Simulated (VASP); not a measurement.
As: single point with PBE

The system is As, a slab with vacuum.

```
CELL_PARAMETERS angstrom
3.72800 0.00000 0.00000
-1.86400 3.22854 0.00000
0.00000 0.00000 28.00000
ATOMIC_POSITIONS crystal
As 0.33333 0.66667 0.53725
As 0.66667 0.33333 0.46275
```

| Quantity | Value |
| --- | --- |
| Program | VASP 6.6.1 |
| Task | single point |
| Functional | PBE |
| Potentials or basis | VASP PAW PBE potentials, release 64 (As_d) |
| Cutoff | 400 eV |
| k mesh | 9 × 9 × 1 |
| Occupations | gaussian, width 0.02 eV |
| Spin | no spin polarisation |
| Dipole correction | yes |
| Further INCAR settings | ALGO = Normal; EDIFF = 1e-06; NBANDS = 22; NELMDL = -8 |

```
Largest force          : 3.687 eV/Å
Band gap on the k mesh : zero (bands 15 and 16 overlap by 0.93 eV)
```

Forces in eV/Å, atoms in the order of the input:
```
As   0.000  0.000 -3.687
As   0.000  0.000  3.687
```

Levels at points of the mesh, in eV from the Fermi level:
| k point | band 12 | band 13 | band 14 | band 15 | band 16 | band 17 | band 18 | band 19 |
| --- | --- | --- | --- | --- | --- | --- | --- | --- |
| (0.00, 0.00, 0.00) | -9.49 | -2.42 | 0.66 | 0.66 | 0.99 | 2.12 | 2.12 | 3.75 |

Wall time 48 s on 1 thread of AMD EPYC 9R45 96-Core Processor (Zen 5), on a shared host, peak memory 0.29 GiB.
